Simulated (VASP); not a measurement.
Li: electric field gradients with LDA

The system is Li.

```
CELL_PARAMETERS angstrom
0.00000 2.24519 2.24519
2.24519 0.00000 2.24519
2.24519 2.24519 0.00000
ATOMIC_POSITIONS crystal
Li 0.00000 0.00000 0.00000
```

This isn't the form of Li at room conditions, which is bcc.

| Property | Result |
| --- | --- |
| Program | VASP 6.6.1 |
| Task | electric field gradients |
| Functional | LDA |
| Potentials or basis | VASP PAW LDA potentials, release 64 (Li_sv) |
| Cutoff | 520 eV |
| k mesh | 16 × 16 × 16 |
| Occupations | fermi-dirac, width 0.05 eV |
| Spin | no spin polarisation |
| Dipole correction | no |
| Further INCAR settings | ALGO = Normal; EDIFF = 1e-08; NBANDS = 8 |

The band gap on the k mesh is zero (an odd number of electrons rules out a gap without spin polarisation) and the largest electric field gradient by atom is zero within the noise of the run.

Levels at points of the mesh, in eV from the Fermi level:
```csv
k point,band 1,band 2,band 3,band 4,band 5,band 6,band 7
"(0.00, 0.00, 0.00)",-45.82,-3.35,13.05,13.05,13.05,17.01,17.01
"(0.50, 0.00, 0.00)",-45.80,0.03,2.62,11.50,11.50,15.50,15.50
"(0.50, 0.50, 0.00)",-45.80,1.43,4.38,7.73,7.73,10.00,13.94
```

Run time: 19 s on 1 thread of Intel(R) Xeon(R) Platinum 8175M CPU @ 2.50GHz (Skylake/Cascade Lake), with other jobs on the host, peak memory 0.13 GiB.
